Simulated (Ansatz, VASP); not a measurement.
# In2Te2S: VASP beside Ansatz

```
In Te S
1.0
     2.08742    1.20517   10.22527
    -2.08742    1.20517   10.22527
     0.00000   -2.41034   10.22527
In Te S
2 2 1
Direct
  0.21960 0.21960 0.21960
  0.78040 0.78040 0.78040
  0.60828 0.60828 0.60828
  0.39172 0.39172 0.39172
  0.00000 0.00000 0.00000
```

Change from the starting cell: species swapped into the Bi2Te2Se type (R-3m, No. 166).

Alike in both runs: task single point; functional PBE; k mesh 6 × 6 × 6; occupations gaussian, width 0.1 eV; no spin polarisation.

|  | VASP | Ansatz |
| --- | --- | --- |
| version | VASP 6.6.1 | Ansatz 0.2.0 |
| potentials or method | VASP PAW PBE potentials, release 64 (In_d, Te, S), cutoff 520 eV | scalar-relativistic, plane waves, PAW |
| valence electrons in the cell | 44 | 64 |

VASP gave:

| Property | Result |
| --- | --- |
| gap on the k mesh at the Fermi level (eV) | none |
| pressure (GPa) | 0.4 |
| traceless stress, the component that is largest in VASP (GPa) | -1.25 |
| rms of the force components (eV/Å) | 0.175 |

Problem. Estimate Ansatz's values.

Solution. gap on the k mesh at the Fermi level (eV): none; pressure (GPa): 0.4; traceless stress, the component that is largest in VASP (GPa): -1.25; rms of the force components (eV/Å): 0.176.

Atom by atom the forces differ by 0.002 eV/Å (rms over components). A gap of «none» marks a metal or a gap that the smearing closes. With one functional, cell and mesh, what is left measures potentials, basis and numerics. VASP's potentials hold 44 valence electrons a cell and Ansatz's 64, so a difference there can come from the potentials and not from the codes.

Spin-orbit coupling is off throughout.
